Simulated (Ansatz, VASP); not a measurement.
Ba2Pb3 in VASP and in Ansatz

```
CELL_PARAMETERS angstrom
-2.38918 3.96114 4.94931
4.77835 0.00000 0.00000
2.38918 3.96114 -4.94931
ATOMIC_POSITIONS crystal
Pb 0.00000 0.00000 0.00000
Pb 0.70320 0.50000 0.70320
Pb 0.29680 0.50000 0.29680
Ba 0.72450 0.22450 0.27550
Ba 0.27550 0.77550 0.72450
```

Alike in both runs: task single point; functional PBE; dispersion D4; k mesh 4 × 4 × 4; no spin polarisation.

|  | VASP | Ansatz |
| --- | --- | --- |
| version | VASP 6.6.1 | Ansatz 0.2.0 |
| potentials or method | VASP PAW PBE potentials, release 64 (Pb_d, Ba_sv), cutoff 520 eV | PAW plane waves |
| occupations | fermi-dirac, width 0.1 eV | fermi-dirac |
| valence electrons in the cell | 62 | 62 |

Ansatz gave:

* gap on the k mesh at the Fermi level (eV): none
* pressure (GPa): 0.9
* traceless stress, the component that is largest in VASP (GPa): 3.15
* rms of the force components (eV/Å): 0.066

Q: Estimate VASP's values.

A: gap on the k mesh at the Fermi level (eV): none; pressure (GPa): 1.1; traceless stress, the component that is largest in VASP (GPa): 3.23; rms of the force components (eV/Å): 0.068.

Atom by atom the forces differ by 0.002 eV/Å (rms over components). A gap of «none» marks a metal or a gap that the smearing closes.

The k mesh is coarse, so the values compare programs but aren't converged. Spin-orbit coupling is off throughout.
